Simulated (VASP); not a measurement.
Here is a VASP 6.6.1 calculation.

INCAR

```
SYSTEM = SnO2
  PREC = Accurate
  ENCUT = 520
  EDIFF = 1E-6
  ISMEAR = 0
  SIGMA = 0.05
  LREAL = .False.
  LASPH = .True.
  NELM = 60
  ALGO = Normal
  ISIF = 2
  LWAVE = .False.
  LCHARG = .False.
  NBANDS = 20
```

File KPOINTS:

```
regular mesh
0
Gamma
  12 12 12
  0 0 0
```

Contents of POSCAR:

```
SnO2
1.0
    1.5537601350      0.8970638322      4.3491286201
   -1.5537601350      0.8970638322      4.3491286201
    0.0000000000     -1.7941276645      4.3491286201
Sn O
1 2
Direct
    0.5000000000      0.5000000000      0.5000000000
    0.2451905456      0.2451905456      0.2451905456
    0.7548094544      0.7548094544      0.7548094544
```

Potentials or basis: VASP PAW LDA potentials, release 64 (Sn_d, O).

Launch:

```sh
$ cat potpaw_LDA.64/Sn_d/POTCAR potpaw_LDA.64/O/POTCAR > POTCAR
$ mpirun -np 1 vasp_std > vasp.out
```

Question: Estimate the largest force.

Answer: 0.063 eV/Å.

Question: Predict the pressure.

Answer: 7.9 GPa.

Question: Estimate the band gap on the k mesh.

Answer: 2.22 eV (least direct gap 2.25 eV).

Forces in eV/Å, atoms in the order of the input:
```
Sn   0.000  0.000  0.000
O    0.000  0.000 -0.063
O    0.000  0.000  0.063
```

Caveat: the stress differs along the axes, from -1 to 12 GPa; spin-orbit coupling is left out, which moves the levels of the heavy elements. A k mesh can miss the band edges.
